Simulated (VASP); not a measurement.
# CdS (Fm-3m) in VASP: a series of runs, part 2 of 2

VASP 6.6.1. The steps go on from the part before.

### 3 Single point, PBE (volume scaled by 0.91)

The input, INCAR:

```
SYSTEM = CdS
ALGO     = Normal         ! electronic algorithm
EDIFF    = 1E-7           ! SCF threshold, eV
ENCUT    = 520            ! plane-wave cutoff, eV
GGA      = PE             ! functional
ISIF     = 2              ! what is computed and relaxed
ISMEAR   = 0              ! smearing method
LASPH    = .True.         ! aspherical terms in the spheres
LCHARG   = .False.        ! write CHGCAR
LREAL    = .False.        ! projectors in reciprocal space
LWAVE    = .False.        ! write WAVECAR
NBANDS   = 16             ! bands
NELM     = 80             ! most SCF steps
PREC     = Accurate       ! precision mode
SIGMA    = 0.01           ! smearing width, eV
```

The input, KPOINTS:

```
k-points
0
Gamma
  12 12 12
  0 0 0
```

The input, POSCAR:

```
CdS
1.0
    0.0000000000      2.6624693815      2.6624693815
    2.6624693815      0.0000000000      2.6624693815
    2.6624693815      2.6624693815      0.0000000000
Cd S
1 1
Direct
    0.0000000000      0.0000000000      0.0000000000
    0.5000000000      0.5000000000      0.5000000000
```

Potentials or basis: VASP PAW PBE potentials, release 64 (Cd, S).

Launch:

```
> cat potpaw_PBE.64/Cd/POTCAR potpaw_PBE.64/S/POTCAR > POTCAR
> mpirun -np 1 vasp_std > vasp.out
```

OUTCAR:

```text
SYSTEM = CdS
   EDIFF = 1E-7
   ENCUT = 520
   GGA = PE
   ISIF = 2
   ISMEAR = 0
   LASPH = .True.
   LREAL = .False.
   NELM = 80
   PREC = Accurate

 ion  position               nearest neighbor table
   1  0.000  0.000  0.000-   2 2.66   2 2.66   2 2.66   2 2.66   2 2.66   2 2.66
   2  0.500  0.500  0.500-   1 2.66   1 2.66   1 2.66   1 2.66   1 2.66   1 2.66

  LATTYP: Found a face centered cubic cell.
 ALAT       =     5.3249387630

  Lattice vectors:

 A1 = (   0.0000000000,   2.6624693815,   2.6624693815)
 A2 = (   2.6624693815,   0.0000000000,   2.6624693815)
 A3 = (   2.6624693815,   2.6624693815,   0.0000000000)

Analysis of symmetry for initial positions (statically):
=====================================================================
 Subroutine PRICEL returns:
 Original cell was already a primitive cell.

 Routine SETGRP: Setting up the symmetry group for a
 face centered cubic supercell.

 Subroutine GETGRP returns: Found 48 space group operations
 (whereof 48 operations were pure point group operations)
 out of a pool of 48 trial point group operations.

The static configuration has the point symmetry O_h .

Analysis of symmetry for dynamics (positions and initial velocities):
=====================================================================
 Subroutine PRICEL returns:
 Original cell was already a primitive cell.

 Routine SETGRP: Setting up the symmetry group for a
 face centered cubic supercell.

 Subroutine GETGRP returns: Found 48 space group operations
 (whereof 48 operations were pure point group operations)
 out of a pool of 48 trial point group operations.

The dynamic configuration has the point symmetry O_h .

 Subroutine INISYM returns: Found 48 space group operations
 (whereof 48 operations are pure point group operations),
 and found     1 'primitive' translations

[... 107 lines left out ...]
   EMIN   =  10.00;   EMAX   =-10.00  energy-range for DOS
   EFERMI =   0.00;   METHOD = LEGACY
   ISMEAR =     0;   SIGMA  =   0.01  broadening in eV -4-tet -1-fermi 0-gaus
   EFERMI_NEDOS =   21; number of points for ismear=-14 and -15
   IALGO  =     38    algorithm
   IMIX   =      4    mixing-type and parameters
     AMIX     =   0.40;   BMIX     =  1.00
     AMIX_MAG =   1.60;   BMIX_MAG =  1.00
  volume/ion in A,a.u.               =      18.87       127.37
  Fermi-wavevector in a.u.,A,eV,Ry     =   1.279001  2.416962 22.257019  1.635845
  Thomas-Fermi vector in A             =   2.411512
   LORBIT       =      0    0 simple, 1 ext, 2 COOP (PROOUT), +10 PAW based schemes
   GGA     = PE    functional components
   LHFCALC =     F    Hartree Fock is set to
   AEXX    =    0.0000 exact exchange contribution
   IVDW    =     0    specifies the selected vdW correction
   LEPSILON=     F    determine dielectric tensor
   LRPA    =     F    only Hartree local field effects (RPA)
 non-spin polarized calculation
 Gauss-broadening in eV      SIGMA  =   0.01
  energy-cutoff  :      520.00
  volume of cell :       37.75
 maximum number of plane-waves:      1036
   NGX = 13   NGY = 13   NGZ = 13

 number of electron      18.0000002 magnetization

 Free energy of the ion-electron system (eV)
  ---------------------------------------------------
  ext. energy  EPLUGINS =         0.00000000
  ---------------------------------------------------
  free energy    TOTEN  =        -5.77487453 eV

  energy without entropy =       -5.77487453  energy(sigma->0) =       -5.77487453

 E-fermi :   3.7957     XC(G=0): -10.8077

 val. band max:        3.7554795787   @ k =   0.5000   0.0000   0.0000
 cond. band min:       3.9906204838   @ k =   0.5000   0.5000   0.0000
 fundamental gap:      0.2351409051
 Fermi energy:         3.7956932582

 k-point     1 :       0.0000    0.0000    0.0000
  band No.  band energies     occupation
      1      -9.6577      2.00000
      2      -4.0665      2.00000
      3      -4.0665      2.00000
      4      -4.0649      2.00000
      5      -4.0649      2.00000
      6      -4.0649      2.00000
[... 433 lines left out ...]
      3      -4.3677      2.00000
      4      -4.2050      2.00000
      5      -3.8103      2.00000
      6      -3.7529      2.00000
[... 8 lines left out ...]
     15      16.2274      0.00000
     16      17.8364      0.00000

 [... further k-points ...]
[... 5 lines left out ...]
  --------------------------------------------------------------------------------------
  -------------------------------------------------------------------------------------
  Total        2.1407351      2.1407351      2.1407351      0.0000000      0.0000000      0.0000000
  in kB       90.8635396     90.8635396     90.8635396      0.0000000      0.0000000      0.0000000
  external PRESSURE =      90.8635396 kB  Pullay stress =       0.0000000 kB

 VOLUME and BASIS-vectors are now :
 -----------------------------------------------------------------------------
  energy-cutoff  :      520.00
  volume of cell :       37.75
      direct lattice vectors                 reciprocal lattice vectors
     0.000000000  2.662469381  2.662469381    -0.187795587  0.187795587  0.187795587
     2.662469381  0.000000000  2.662469381     0.187795587 -0.187795587  0.187795587
     2.662469381  2.662469381  0.000000000     0.187795587  0.187795587 -0.187795587

 POSITION                                       TOTAL-FORCE (eV/Angst)
 -----------------------------------------------------------------------------------
      0.00000      0.00000      0.00000         0.000000     -0.000000      0.000000
      2.66247      2.66247      2.66247         0.000000      0.000000     -0.000000
 -----------------------------------------------------------------------------------
    total drift:                                0.000000      0.000000      0.000000

  FREE ENERGIE OF THE ION-ELECTRON SYSTEM (eV)
  ---------------------------------------------------
  free  energy   TOTEN  =        -5.7748745320 eV

  energy  without entropy=       -5.7748745320  energy(sigma->0) =       -5.77487453
```

stdout:

```text
POSCAR found type information on POSCAR CdS
 POSCAR found :  2 types and       2 ions
 scaLAPACK will be used
 LDA part: xc-table for (Slater+PW92), standard interpolation
 POSCAR, INCAR and KPOINTS ok, starting setup
 FFT: planning ... GRIDC
 FFT: planning ... GRID_SOFT
 FFT: planning ... GRID
 WAVECAR not read
 entering main loop
```

Wall time 26 s (1 thread of Intel Xeon Platinum 8488C (Sapphire Rapids), shared host); peak memory 0.18 GiB.

Results:

| Property | Result |
| --- | --- |
| Free energy | -5.7749 eV |
| Pressure | 9.1 GPa |
| Band gap on the k mesh | 0.24 eV, indirect (least direct gap 2.23 eV) |

Levels at points of the mesh, in eV from the valence-band top:
```
           k point  band 7  band 8  band 9  band 10  band 11  band 12
(0.00, 0.00, 0.00)   -0.93   -0.93   -0.93     1.30     9.24     9.24
(0.50, 0.00, 0.00)   -5.24    0.00    0.00     3.43     5.84     5.84
(0.50, 0.50, 0.00)   -4.82   -2.49   -2.49     0.24     5.91    10.41
```

 A k mesh can miss the band edges.

### 4 Single point, PBE (volume scaled by 0.94)

The input, INCAR:

```
PREC = Accurate ; ENCUT = 520
EDIFF = 1E-7 ; ISMEAR = 0
SIGMA = 0.01 ; LREAL = False
LASPH = True ; NELM = 100
ALGO = Normal ; ISIF = 2
LWAVE = False ; LCHARG = False
GGA = PE ; NBANDS = 16
```

The input, KPOINTS:

```
regular mesh
0
Gamma
  12 12 12
```

The input, POSCAR:

```
CdS
1.0
    0.0000000000      2.6914115335      2.6914115335
    2.6914115335      0.0000000000      2.6914115335
    2.6914115335      2.6914115335      0.0000000000
Cd S
1 1
Direct
    0.0000000000      0.0000000000      0.0000000000
    0.5000000000      0.5000000000      0.5000000000
```

Launch:

```
> cat potpaw_PBE.64/Cd/POTCAR potpaw_PBE.64/S/POTCAR > POTCAR
> mpirun -np 1 vasp_std > vasp.out
```

It took 28 s on 1 thread of Intel Xeon Platinum 8488C (Sapphire Rapids), shared host; peak memory 0.18 GiB.

The run converged. Its results:

```
Free energy            : -5.8320 eV
Pressure               : 5.7 GPa
Band gap on the k mesh : 0.25 eV, indirect (least direct gap 1.99 eV)
```

Levels at points of the mesh, in eV from the valence-band top:
```
           k point  band 6  band 7  band 8  band 9  band 10  band 11  band 12  band 13
(0.00, 0.00, 0.00)   -7.73   -0.85   -0.85   -0.85     1.14     9.24     9.24     9.24
(0.50, 0.00, 0.00)   -7.49   -5.08    0.00    0.00     3.47     5.87     5.87     7.24
(0.50, 0.50, 0.00)   -6.63   -4.58   -2.34   -2.34     0.25     5.97    10.19    11.65
```

### 5 Single point, PBE (volume scaled by 0.97)

The input, INCAR:

```
ALGO = Normal
EDIFF = 1E-6
ENCUT = 520
GGA = PE
ISIF = 2
ISMEAR = 0
LASPH = T
LCHARG = F
LREAL = F
LWAVE = F
NBANDS = 16
NELM = 60
PREC = Accurate
SIGMA = 0.01
```

The input, KPOINTS:

```
k-points
0
Gamma
  12 12 12
```

The input, POSCAR:

```
CdS
1.0
    0.0000000000      2.7197442634      2.7197442634
    2.7197442634      0.0000000000      2.7197442634
    2.7197442634      2.7197442634      0.0000000000
Cd S
1 1
Direct
    0.0000000000      0.0000000000      0.0000000000
    0.5000000000      0.5000000000      0.5000000000
```

Launch:

```
> cat potpaw_PBE.64/Cd/POTCAR potpaw_PBE.64/S/POTCAR > POTCAR
> mpirun -np 1 vasp_std > vasp.out
```

It took 35 s on 1 thread of Intel Xeon Platinum 8488C (Sapphire Rapids), shared host; peak memory 0.19 GiB.

Results (log left out):

- Free energy: -5.8648 eV
- Pressure: 2.8 GPa
- Band gap on the k mesh: 0.25 eV, indirect (least direct gap 1.77 eV)

Levels at points of the mesh, in eV from the valence-band top:
```
           k point  band 6  band 7  band 8  band 9  band 10  band 11  band 12  band 13
(0.00, 0.00, 0.00)   -7.65   -0.78   -0.78   -0.78     1.00     9.24     9.24     9.24
(0.50, 0.00, 0.00)   -7.43   -4.93    0.00    0.00     3.50     5.90     5.90     6.97
(0.50, 0.50, 0.00)   -6.65   -4.35   -2.20   -2.20     0.25     6.02     9.98    11.41
```

 A k mesh can miss the band edges.

### 6 Summary

```tsv
cell	gap on the mesh (eV)	pressure (GPa)
a = 3.723 Å, angles 60.0°, 2 atoms	0.22	13.1
a = 3.765 Å, angles 60.0°, 2 atoms	0.24	9.1
a = 3.806 Å, angles 60.0°, 2 atoms	0.25	5.7
a = 3.846 Å, angles 60.0°, 2 atoms	0.25	2.8
```

Alike in all rows: task single point; level PBE; potentials or basis VASP PAW PBE potentials, release 64 (Cd, S); no spin polarisation; k mesh 12 × 12 × 12; cutoff (eV) 520; smearing gaussian 0.01 eV.

Total energies depend on the potentials used, so only differences within one code and one set of settings carry meaning.
